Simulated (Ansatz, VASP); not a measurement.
**SnO2 in VASP and in Ansatz**

```xyz
6
Lattice="4.8270 0.0000 0.0000 0.0000 4.8270 0.0000 0.0000 0.0000 3.2383" Properties=species:S:1:pos:R:3 pbc="T T T"
Sn    0.0000    0.0000    0.0000
Sn    2.4135    2.4135    1.6191
O     1.4798    1.4798    0.0000
O     3.3472    3.3472    0.0000
O     3.8933    0.9337    1.6191
O     0.9337    3.8933    1.6191
```

Alike in both runs: functional PBE; k mesh 8 × 8 × 11; occupations fermi-dirac, width 0.05 eV; no spin polarisation.

Ansatz relaxed the structure, and its values are those at the end. VASP's run is a single point on that final structure, the one shown.

|  | VASP | Ansatz |
| --- | --- | --- |
| version | VASP 6.6.1 | Ansatz 0.2.0 |
| potentials or method | VASP PAW PBE potentials, release 64 (Sn_d, O) | PAW with Ansatz's default frozen-core files, scalar-relativistic |
| plane-wave cutoff (eV) | 520 | 420 |
| valence electrons in the cell | 52 | 52 |

VASP gave:

```
pressure (GPa)                     : 0.6
rms of the force components (eV/Å) : 0.008
```

Q: Estimate Ansatz's values.

A: Pressure (GPa): 0.0; rms of the force components (eV/Å): 0.000.
